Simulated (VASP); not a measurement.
Wanted: the native input for a VASP 6.6.1 run.

| Property | Result |
| --- | --- |
| Task | single point |
| Functional | PBE |
| Potentials or basis | VASP PAW PBE potentials, release 64 (Si, W_sv) |
| Cutoff | 520 eV |
| k mesh | 3 × 3 × 2 |
| Occupations | methfessel-paxton, width 0.1 eV |
| Spin | no spin polarisation |
| Dipole correction | no |
| Further INCAR settings | LREAL = Auto; ALGO = Normal; EDIFF = 1e-07; NBANDS = 148 |

The structure of Si24W11 (a cell with a defect) lies in POSCAR:

```
Si24W11
1.0
   -3.2292007300      3.2292007300      7.8679106400
    3.2292007300     -3.2292007300      7.8679106400
    4.8438010900      4.8438010900    -11.8018659700
Si W
24 11
Direct
    0.1659416086      0.1669353926      0.0003253279
    0.3308386466      0.3317931552     -0.0024192897
    0.1713728110      0.1723217831      0.3370939908
    0.3366474522      0.3376478218      0.3432411987
    0.1665772103      0.1676109528      0.6667650774
    0.3323257528      0.3333252734      0.6669993983
    0.1654490257      0.6681576147     -0.0000638312
    0.3320683594      0.8348337141      0.0003186325
    0.1649899851      0.6679060193      0.3326674109
    0.3317491419      0.8344393644      0.3330722821
    0.1764277903      0.6635884361      0.6665784158
    0.3364444592      0.8232327969      0.6664017058
    0.6671093478      0.1664331955     -0.0000990217
    0.8338568176      0.3330532022      0.0003366327
    0.6668909584      0.1659797498      0.3326492017
    0.8334275517      0.3327007915      0.3330408696
    0.6627255313      0.1773304415      0.6665719782
    0.8222952278      0.3374018268      0.6663923929
    0.6620237487      0.6629693847     -0.0105852701
    0.8276337400      0.8286680988     -0.0039798157
    0.6680286623      0.6689758923      0.3353073400
    0.8329350486      0.8339353349      0.3326428883
    0.6666764898      0.6676167095      0.6660861029
    0.8323518107      0.8332917930      0.6662386614
   -0.0034098585     -0.0024155217     -0.0029269149
    0.0023843272      0.0033708493      0.3359776732
   -0.0005189701      0.0004077457      0.6664976127
   -0.0015870112      0.5005798188     -0.0007546129
    0.0004505525      0.5002686555      0.3337113962
   -0.0006034139      0.5004155987      0.6664901612
    0.4995897731     -0.0005840949     -0.0007487217
    0.4992948274      0.0014722664      0.3337452039
    0.4994421072      0.0003847605      0.6664876802
    0.5017725793      0.5027670994      0.0023079146
    0.4971267955      0.4981158874      0.3307337278
```

One way to write it, as run:

INCAR

```
SYSTEM = Si24W11
ALGO = Normal ; EDIFF = 1E-7
ENCUT = 520 ; GGA = PE
ISIF = 2 ; ISMEAR = 1
LASPH = .TRUE. ; LCHARG = .TRUE.
LELF = .TRUE. ; LREAL = Auto
LVHAR = .TRUE. ; LWAVE = .FALSE.
NBANDS = 148 ; NELM = 80
PREC = Accurate ; SIGMA = 0.1
```

KPOINTS

```
k-points
0
G
  3 3 2
  0 0 0
```

Potentials or basis: VASP PAW PBE potentials, release 64 (Si, W_sv).

The run is started by

```sh
$ cat potpaw_PBE.64/Si/POTCAR potpaw_PBE.64/W_sv/POTCAR > POTCAR
$ mpirun -np 1 vasp_std > vasp.out
```

It gave:

```yaml
Pressure: -1.2 GPa
Largest_force: 0.012 eV/Å
Band_gap_on_the_k_mesh: zero (bands 125 and 126 overlap by 0.29 eV)
```

Caveat: spin-orbit coupling is left out, which moves the levels of the heavy elements.

It took 48 min on 1 thread of AMD EPYC 9R45 96-Core Processor (Zen 5), with other jobs on the host, peak memory 1.2 GiB.
